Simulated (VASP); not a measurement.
# GeSb4Te4 (P-3m1) in VASP: single point with PBEsol

Aim: the single point of GeSb4Te4 with PBEsol.

All numbers are computed with VASP 6.6.1; they aren't measurements. Logs are shortened: lines on timing, memory, paths and dates and some standing lists are left out, and cuts for length are marked.

### Step 1. The cell of the first run

Symmetry: P-3m1, No. 164, trigonal system. The conventional cell has a = 4.267 Å, b = 4.267 Å, c = 17.007 Å, α = 90.00°, β = 90.00°, γ = 120.00°. Ge (site symmetry -3m) has 6 Te at 2.96 Å within 3.9 Å. Sb (site symmetry 3m) has 3 Sb at 2.92 Å and 3 Te at 3.44 Å within 3.8 Å. Sb (site symmetry 3m) has 6 Te at 3.00 to 3.15 Å within 3.9 Å. Within 3.9 Å of Te (site symmetry 3m) lie 3 Ge at 2.96 Å and 3 Sb at 3.15 Å. Te (site symmetry 3m) has 6 Sb at 3.00 to 3.44 Å within 3.9 Å.

### Step 2. Single point, PBEsol

POSCAR

```
GeSb4Te4
1.0
    4.2666100355      0.0000000000      0.0000000000
   -2.1333050177      3.6949926788      0.0000000000
    0.0000000000      0.0000000000     17.0067066537
Ge Sb Te
1 4 4
Direct
    0.0000000000      0.0000000000      0.0000000000
    0.3333333333      0.6666666667      0.5458633036
    0.6666666667      0.3333333333      0.4541366964
    0.6666666667      0.3333333333      0.7873570402
    0.3333333333      0.6666666667      0.2126429598
    0.3333333333      0.6666666667      0.9032211307
    0.6666666667      0.3333333333      0.0967788693
    0.0000000000      0.0000000000      0.6867444281
    0.0000000000      0.0000000000      0.3132555719
```

INCAR.step1

```
SYSTEM = GeSb4Te4
  PREC = Accurate
  ENCUT = 520
  EDIFF = 1E-6
  ISMEAR = 0
  SIGMA = 0.1
  LREAL = .False.
  LASPH = .True.
  NELM = 80
  ALGO = Normal
  ISIF = 2
  LWAVE = .False.
  LCHARG = .True.
  GGA = PS
  NBANDS = 39
```

KPOINTS.step1

```
Automatic mesh
0
Gamma
  12 12 2
  0 0 0
```

INCAR.step2

```
SYSTEM = GeSb4Te4
  PREC = Accurate
  ENCUT = 520
  EDIFF = 1E-6
  ISMEAR = -5
  SIGMA = 0.1
  LREAL = .False.
  LASPH = .True.
  NELM = 80
  ALGO = Normal
  ISIF = 2
  LWAVE = .False.
  LCHARG = .False.
  GGA = PS
  LORBIT = 10
  NEDOS = 2001
  ICHARG = 11
```

KPOINTS.step2

```
Automatic mesh
0
Gamma
  18 18 3
  0 0 0
```

Potentials or basis: VASP PAW PBE potentials, release 64 (Ge_d, Sb, Te).

Launch:

```console
> cat potpaw_PBE.64/Ge_d/POTCAR potpaw_PBE.64/Sb/POTCAR potpaw_PBE.64/Te/POTCAR > POTCAR
> cp INCAR.step1 INCAR
> cp KPOINTS.step1 KPOINTS
> mpirun -np 1 vasp_std > vasp.out
> cp INCAR.step2 INCAR
> cp KPOINTS.step2 KPOINTS
> mpirun -np 1 vasp_std > vasp.out
```

OUTCAR:

```text
SYSTEM = GeSb4Te4
   PREC = Accurate
   ENCUT = 520
   EDIFF = 1E-6
   ISMEAR = -5
   LREAL = .False.
   LASPH = .True.
   NELM = 80
   ISIF = 2
   GGA = PS
   LORBIT = 10
   ICHARG = 11

 ion  position               nearest neighbor table
   1  0.000  0.000  0.000-   6 2.96   7 2.96   6 2.96   7 2.96   7 2.96   6 2.96
   2  0.333  0.667  0.546-   3 2.92   3 2.92   3 2.92   8 3.44   8 3.44   8 3.44
   3  0.667  0.333  0.454-   2 2.92   2 2.92   2 2.92   9 3.44   9 3.44   9 3.44
   4  0.667  0.333  0.787-   8 3.00   8 3.00   8 3.00   6 3.15   6 3.15   6 3.15
   5  0.333  0.667  0.213-   9 3.00   9 3.00   9 3.00   7 3.15   7 3.15   7 3.15
   6  0.333  0.667  0.903-   1 2.96   1 2.96   1 2.96   4 3.15   4 3.15   4 3.15
   7  0.667  0.333  0.097-   1 2.96   1 2.96   1 2.96   5 3.15   5 3.15   5 3.15
   8  0.000  0.000  0.687-   4 3.00   4 3.00   4 3.00   2 3.44   2 3.44   2 3.44
   9  0.000  0.000  0.313-   5 3.00   5 3.00   5 3.00   3 3.44   3 3.44   3 3.44

  LATTYP: Found a hexagonal cell.
 ALAT       =     4.2666100355
 C/A-ratio  =     3.9859997779

  Lattice vectors:

 A1 = (   4.2666100355,   0.0000000000,   0.0000000000)
 A2 = (  -2.1333050177,   3.6949926788,   0.0000000000)
 A3 = (   0.0000000000,   0.0000000000,  17.0067066537)

Analysis of symmetry for initial positions (statically):
=====================================================================
 Subroutine PRICEL returns:
 Original cell was already a primitive cell.

 Routine SETGRP: Setting up the symmetry group for a
 hexagonal supercell.

 Subroutine GETGRP returns: Found 12 space group operations
 (whereof 12 operations were pure point group operations)
 out of a pool of 24 trial point group operations.

The static configuration has the point symmetry D_3d.

Analysis of symmetry for dynamics (positions and initial velocities):
=====================================================================
 Subroutine PRICEL returns:
 Original cell was already a primitive cell.

 Routine SETGRP: Setting up the symmetry group for a
 hexagonal supercell.

 Subroutine GETGRP returns: Found 12 space group operations
 (whereof 12 operations were pure point group operations)
 out of a pool of 24 trial point group operations.

The dynamic configuration has the point symmetry D_3d.

 Subroutine INISYM returns: Found 12 space group operations
 (whereof 12 operations are pure point group operations),
 and found     1 'primitive' translations

----------------------------------------------------------------------------------------

                                     Primitive cell

  volume of cell :     268.1123

  direct lattice vectors                    reciprocal lattice vectors
     4.266610036  0.000000000  0.000000000     0.234378111  0.135318265  0.000000000
    -2.133305018  3.694992679  0.000000000     0.000000000  0.270636531  0.000000000
     0.000000000  0.000000000 17.006706654     0.000000000  0.000000000  0.058800332

  length of vectors
     4.266610036  4.266610035 17.006706654     0.270636531  0.270636531  0.058800332

  position of ions in fractional coordinates (direct lattice)
     0.000000000  0.000000000  0.000000000
     0.333333333  0.666666667  0.545863304
     0.666666667  0.333333333  0.454136696
     0.666666667  0.333333333  0.787357040
     0.333333333  0.666666667  0.212642960
     0.333333333  0.666666667  0.903221131
     0.666666667  0.333333333  0.096778869
     0.000000000  0.000000000  0.686744428
     0.000000000  0.000000000  0.313255572

  ion indices of the primitive-cell ions
   primitive index   ion index
                 1           1
                 2           2
                 3           3
                 4           4
                 5           5
                 6           6
                 7           7
                 8           8
                 9           9

----------------------------------------------------------------------------------------

 KPOINTS: Automatic mesh

Automatic generation of k-mesh.
 Grid dimensions read from file:
 generate k-points for:   18   18    3

 Generating k-lattice:

  Cartesian coordinates                     Fractional coordinates (reciprocal lattice)
     0.013021006  0.007517681  0.000000000     0.055555556  0.000000000  0.000000000
     0.000000000  0.015035363  0.000000000     0.000000000  0.055555556  0.000000000
     0.000000000  0.000000000  0.019600111     0.000000000  0.000000000  0.333333333

  Length of vectors
     0.015035363  0.015035363  0.019600111

  Shift w.r.t. Gamma in fractional coordinates (k-lattice)
     0.000000000  0.000000000  0.000000000

 TETIRR: Found   1374 inequivalent tetrahedra from     5832

 Subroutine IBZKPT returns following result:
 ===========================================

 Found    101 irreducible k-points:

 Following reciprocal coordinates:
            Coordinates               Weight
  0.000000  0.000000  0.000000      1.000000
  0.055556  0.000000  0.000000      6.000000
  0.111111  0.000000  0.000000      6.000000
  0.166667  0.000000  0.000000      6.000000
  0.222222  0.000000  0.000000      6.000000
  0.277778  0.000000  0.000000      6.000000
[... 16 lines left out ...]
  0.333333  0.111111  0.000000     12.000000
  0.388889  0.111111  0.000000     12.000000
 [... further k-points ...]
   k-points           NKPTS =    101   k-points in BZ     NKDIM =    101   number of bands    NBANDS=     34
   number of dos      NEDOS =   2001   number of ions     NIONS =      9
   total plane-waves  NPLWV = 129024
   dimension x,y,z NGX =    32 NGY =   32 NGZ =  126
   dimension x,y,z NGXF=    64 NGYF=   64 NGZF=  252
   ions per type =               1   4   4
   NGX,Y,Z   is equivalent  to a cutoff of  12.47, 12.47, 12.32 a.u.
   NGXF,Y,Z  is equivalent  to a cutoff of  24.94, 24.94, 24.63 a.u.
 SYSTEM =  GeSb4Te4
   PREC   = accura    normal or accurate (medium, high low for compatibility)
   ISTART =      0    job   : 0-new  1-cont  2-samecut
   ICHARG =     11    charge: 1-file 2-atom 10-const
   ISPIN  =      1    spin polarized calculation?
   LNONCOLLINEAR =      F non collinear calculations
   LSORBIT =      F    spin-orbit coupling
   LASPH  =      T    aspherical Exc in radial PAW
   ENCUT  =  520.0 eV  38.22 Ry    6.18 a.u.   7.93  7.93 31.62*2*pi/ulx,y,z
   NELM   =     80;   NELMIN=  2; NELMDL=  0     # of ELM steps
   EDIFF  = 0.1E-05   stopping-criterion for ELM
   LREAL  =      F    real-space projection
[... 7 lines left out ...]
   TEBEG  =    0.0;   TEEND  =   0.0 temperature during run
   PSTRESS=    0.0 pullay stress
   NELECT =      58.0000    total number of electrons
   NUPDOWN=      -1.0000    fix difference up-down
   EMIN   =  10.00;   EMAX   =-10.00  energy-range for DOS
   EFERMI =   0.00;   METHOD = LEGACY
   ISMEAR =    -5;   SIGMA  =   0.10  broadening in eV -4-tet -1-fermi 0-gaus
   EFERMI_NEDOS =   21; number of points for ismear=-14 and -15
   IALGO  =     38    algorithm
   IMIX   =      4    mixing-type and parameters
     AMIX     =   0.40;   BMIX     =  1.00
     AMIX_MAG =   1.60;   BMIX_MAG =  1.00
  volume/ion in A,a.u.               =      29.79       201.03
  Fermi-wavevector in a.u.,A,eV,Ry     =   0.982755  1.857138 13.140606  0.965807
  Thomas-Fermi vector in A             =   2.113861
   LORBIT       =     10    0 simple, 1 ext, 2 COOP (PROOUT), +10 PAW based schemes
   GGA     = PS    functional components
   LHFCALC =     F    Hartree Fock is set to
   AEXX    =    0.0000 exact exchange contribution
   IVDW    =     0    specifies the selected vdW correction
   LEPSILON=     F    determine dielectric tensor
   LRPA    =     F    only Hartree local field effects (RPA)
 non-spin polarized calculation
 Fermi weights with tetrahedron method with Bloechl corrections
  energy-cutoff  :      520.00
  volume of cell :      268.11
 maximum number of plane-waves:      7266

 number of electron      58.0000003 magnetization

 Free energy of the ion-electron system (eV)
  ---------------------------------------------------
  ext. energy  EPLUGINS =         0.00000000
  ---------------------------------------------------
  free energy    TOTEN  =       -38.03717129 eV

  energy without entropy =      -38.03717129  energy(sigma->0) =      -38.03717129

 E-fermi :   6.9249     XC(G=0):  -9.7103

 val. band max:        6.9337817482   @ k =   0.1667   0.0000   0.0000
 cond. band min:       6.9170279183   @ k =   0.0556   0.0556   0.0000
 fundamental gap:     -0.0167538299
 Fermi energy:         6.9249142498

 k-point     1 :       0.0000    0.0000    0.0000
  band No.  band energies     occupation
      1     -18.0574      2.00000
      2     -18.0574      2.00000
      3     -18.0493      2.00000
      4     -18.0477      2.00000
      5     -18.0477      2.00000
      6      -6.6181      2.00000
[... 26 lines left out ...]
     33       7.7249      0.00000
     34       7.7260      0.00000

 k-point     2 :       0.0556    0.0000    0.0000
  band No.  band energies     occupation
      1     -18.0575      2.00000
      2     -18.0574      2.00000
      3     -18.0493      2.00000
      4     -18.0477      2.00000
      5     -18.0476      2.00000
      6      -6.5897      2.00000
[... 26 lines left out ...]
     33       7.6128      0.00000
     34       7.9466      0.00000
[... 775 lines left out ...]
     33       8.6648      0.00000
     34       9.0392      0.00000

 k-point    24 :       0.3889    0.1111    0.0000
  band No.  band energies     occupation
      1     -18.0599      2.00000
      2     -18.0569      2.00000
      3     -18.0486      2.00000
      4     -18.0471      2.00000
      5     -18.0461      2.00000
      6      -4.9748      2.00000
[... 26 lines left out ...]
     33       8.7509      0.00000
     34       9.0481      0.00000

 [... further k-points ...]

------------------------ aborting loop because EDIFF is reached ----------------------------------------

  FORCE on cell =-STRESS in cart. coord.  units (eV):
  Direction    XX          YY          ZZ          XY          YZ          ZX
  --------------------------------------------------------------------------------------
  -------------------------------------------------------------------------------------
  Total        0.1786703      0.1786703      0.1042022      0.0000000     -0.0000000      0.0000000
  in kB        1.0676928      1.0676928      0.6226884      0.0000000     -0.0000000      0.0000000
  external PRESSURE =       0.9193580 kB  Pullay stress =       0.0000000 kB

 VOLUME and BASIS-vectors are now :
 -----------------------------------------------------------------------------
  energy-cutoff  :      520.00
  volume of cell :      268.11
      direct lattice vectors                 reciprocal lattice vectors
     4.266610036  0.000000000  0.000000000     0.234378111  0.135318265  0.000000000
    -2.133305018  3.694992679  0.000000000     0.000000000  0.270636531  0.000000000
     0.000000000  0.000000000 17.006706654     0.000000000  0.000000000  0.058800332

 POSITION                                       TOTAL-FORCE (eV/Angst)
 -----------------------------------------------------------------------------------
      0.00000      0.00000      0.00000        -0.000000      0.000000     -0.000000
     -0.00000      2.46333      9.28334         0.000000      0.000000      0.065315
      2.13331      1.23166      7.72337         0.000000     -0.000000     -0.065315
      2.13331      1.23166     13.39035        -0.000000      0.000000      0.027659
     -0.00000      2.46333      3.61636         0.000000      0.000000     -0.027659
     -0.00000      2.46333     15.36082         0.000000      0.000000     -0.005922
      2.13331      1.23166      1.64589        -0.000000     -0.000000      0.005922
      0.00000      0.00000     11.67926        -0.000000     -0.000000     -0.035761
      0.00000      0.00000      5.32745        -0.000000      0.000000      0.035761
 -----------------------------------------------------------------------------------
    total drift:                                0.000000     -0.000000      0.000000

  FREE ENERGIE OF THE ION-ELECTRON SYSTEM (eV)
  ---------------------------------------------------
  free  energy   TOTEN  =       -38.0371712918 eV

  energy  without entropy=      -38.0371712918  energy(sigma->0) =      -38.03717129

 total charge

# of ion       s       p       d       tot
------------------------------------------
    1        1.323   0.786  10.017  12.125
    2        1.224   1.134   0.033   2.391
    3        1.224   1.134   0.033   2.391
    4        1.288   0.987   0.049   2.324
    5        1.288   0.987   0.049   2.324
    6        1.391   1.928   0.037   3.356
    7        1.391   1.928   0.037   3.356
    8        1.411   1.884   0.037   3.333
    9        1.411   1.884   0.037   3.333
--------------------------------------------------
tot         11.953  12.652  10.330  34.935
```

Wall time 9.6 min (1 thread of AMD EPYC 9R45 (Zen 5), shared host); peak memory 0.92 GiB.

What came out:

```
Valence electrons inside the program's atomic spheres : Ge 12.12; Sb 2.39, 2.32 (each value once); Te 3.36, 3.33 (each value once)
```

Caveat: the PAW data sets were made with another functional, which shifts forces and pressure a little; spin-orbit coupling is left out, which moves the levels of the heavy elements.
